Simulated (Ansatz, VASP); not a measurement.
## MgO in VASP and in Ansatz

File POSCAR:

```
MgO
1.0
    3.4841042127      0.0000000000      0.0609718237
   -1.7420521064      3.0173227576     -0.0304859119
    0.0732495329      0.0000000000      4.1856875957
Mg O
2 2
Direct
    0.6666666667      0.3333333333      0.7500000000
    0.3333333333      0.6666666667      0.2500000000
    0.6666666667      0.3333333333      0.2500000000
    0.3333333333      0.6666666667      0.7500000000
```

Contents of INCAR.step1:

```
PREC = Accurate
ENCUT = 520
ISMEAR = 0
SIGMA = 0.05
LREAL = F
LASPH = T
NELM = 100
NBANDS = 16
GGA = PE
ALGO = Normal
EDIFF = 1E-4
LWAVE = T
LCHARG = F
```

File INCAR.step2:

```
PREC = Accurate
ENCUT = 520
EDIFF = 1E-6
ISMEAR = 0
SIGMA = 0.05
LREAL = F
LASPH = T
NELM = 100
ALGO = Normal
ISIF = 2
LWAVE = F
LCHARG = F
METAGGA = R2SCAN
LMIXTAU = T
NBANDS = 16
ISTART = 1
```

The input KPOINTS:

```
Automatic mesh
0
Gamma
  6 6 6
```

Input for Ansatz:

```yaml
crystal:
  lattice:
    - [3.4841042127, 0.0, 0.0609718237]
    - [-1.7420521064, 3.0173227576, -0.0304859119]
    - [0.0732495329, 0.0, 4.1856875957]
  atoms:
    - { symbol: Mg, position: [0.6666666667, 0.3333333333, 0.75] }
    - { symbol: Mg, position: [0.3333333333, 0.6666666667, 0.25] }
    - { symbol: O, position: [0.6666666667, 0.3333333333, 0.25] }
    - { symbol: O, position: [0.3333333333, 0.6666666667, 0.75] }
basis:
  ecutwfc: 500
kpoints:
  mp_grid: { grid: [6, 6, 6] }
hamiltonian:
  xc: r2scan
scf:
  occupations: { method: gaussian, width: 0.05 }
output:
  forces: true
  stress: true
  eigenvalues: true
```

Change from the starting cell: strain +0.0350 x Voigt [0, 0, 0, 0, 1, 0], atoms carried along.

Alike in both runs: task single point; functional r2SCAN; k mesh 6 × 6 × 6; occupations gaussian, width 0.05 eV; no spin polarisation.

|  | VASP | Ansatz |
| --- | --- | --- |
| version | VASP 6.6.1 | Ansatz 0.2.0 |
| potentials or method | VASP PAW PBE potentials, release 64 (Mg, O), cutoff 520 eV | scalar-relativistic, plane waves, PAW |
| valence electrons in the cell | 16 | 32 |

```csv
,VASP,Ansatz,Ansatz less VASP
gap on the k mesh at the Fermi level (eV),4.05,4.07,+0.014
least direct gap on the mesh (eV),4.05,4.07,+0.014
pressure (GPa),-0.7,0.1,+0.80
"traceless stress, the component that is largest in VASP (GPa)",-4.29,-4.26,+0.028
rms of the force components (eV/Å),0.006,0.006,+0.0001
```

VASP's potentials were made for PBE, not for r2SCAN. Atom by atom the forces differ by 0.000 eV/Å (rms over components). VASP's potentials hold 16 valence electrons a cell and Ansatz's 32, so a difference there can come from the potentials and not from the codes.
